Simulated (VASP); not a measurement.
Write the native input for VASP 6.6.1 that does the following.

| Quantity | Value |
| --- | --- |
| Task | single point |
| Functional | PBEsol |
| Potentials or basis | VASP PAW PBE potentials, release 64 (Ba_sv, Hf_pv, O) |
| Cutoff | 600 eV |
| k mesh | 6 × 6 × 6 |
| Occupations | gaussian, width 0.02 eV |
| Spin | no spin polarisation |
| Dipole correction | no |
| Further INCAR settings | ALGO = Normal; EDIFF = 1e-06; NBANDS = 27 |

The structure of BaHfO3 lies in POSCAR:

```
BaHfO3
1.0
    4.1581192569      0.0000000000      0.0000000000
    0.0000000000      4.1581192569      0.0000000000
    0.0000000000      0.0000000000      4.1581192569
Ba Hf O
1 1 3
Direct
    0.0000000000      0.0000000000      0.0000000000
    0.5000000000      0.5000000000      0.5000000000
    0.5000000000      0.5000000000      0.0000000000
    0.0000000000      0.5000000000      0.5000000000
    0.5000000000      0.0000000000      0.5000000000
```

These files were run (other wordings do the same):

INCAR

```
SYSTEM = BaHfO3
PREC = Accurate
ENCUT = 600
EDIFF = 1E-6
ISMEAR = 0
SIGMA = 0.02
LREAL = .False.
LASPH = .True.
NELM = 120
ALGO = Normal
ISIF = 2
LWAVE = .False.
LCHARG = .True.
GGA = PS
LELF = .True.
LVHAR = .True.
NBANDS = 27
GGA_COMPAT = .False.
```

KPOINTS

```
regular mesh
0
Gamma
  6 6 6
  0 0 0
```

Potentials or basis: VASP PAW PBE potentials, release 64 (Ba_sv, Hf_pv, O).

Command:

```bash
$ cat potpaw_PBE.64/Ba_sv/POTCAR potpaw_PBE.64/Hf_pv/POTCAR potpaw_PBE.64/O/POTCAR > POTCAR
$ mpirun -np 1 vasp_std > vasp.out
```

Results of the run:

The pressure is -0.6 GPa and the band gap on the k mesh is 3.50 eV (least direct gap 3.70 eV).

Caveat: the PAW data sets were made with another functional, which shifts forces and pressure a little; spin-orbit coupling is left out, which moves the levels of the heavy elements.

Wall time 24 s on 1 thread of Intel(R) Xeon(R) 6975P-C (Granite Rapids), with other jobs on the host, peak memory 0.23 GiB.
